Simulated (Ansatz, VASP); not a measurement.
## Two plane-wave programs on H

```
CELL_PARAMETERS angstrom
2.78212 0.00000 0.00000
0.00000 2.78212 0.00000
0.00000 0.00000 1.02952
ATOMIC_POSITIONS crystal
H 0.00000 0.00000 0.50000
```

Change from the starting cell: strain +0.050 along x and y, +0.050 along z, atoms carried along.

Alike in both runs: task single point; functional LDA; k mesh 10 × 10 × 26; occupations gaussian, width 0.05 eV; no spin polarisation.

|  | VASP | Ansatz |
| --- | --- | --- |
| version | VASP 6.6.1 | Ansatz 0.2.0 |
| potentials or method | VASP PAW LDA potentials, release 64 (H), cutoff 520 eV | scalar-relativistic, plane waves, PAW |
| valence electrons in the cell | 1 | 1 |

|  | VASP | Ansatz | Ansatz less VASP |
| --- | --- | --- | --- |
| pressure (GPa) | -3.3 | -3.2 | +0.16 |
| traceless stress, the component that is largest in VASP (GPa) | -5.86 | -6.01 | -0.154 |

LDA's correlation is that of Perdew and Zunger in VASP and of Perdew and Wang (1992) in Ansatz.
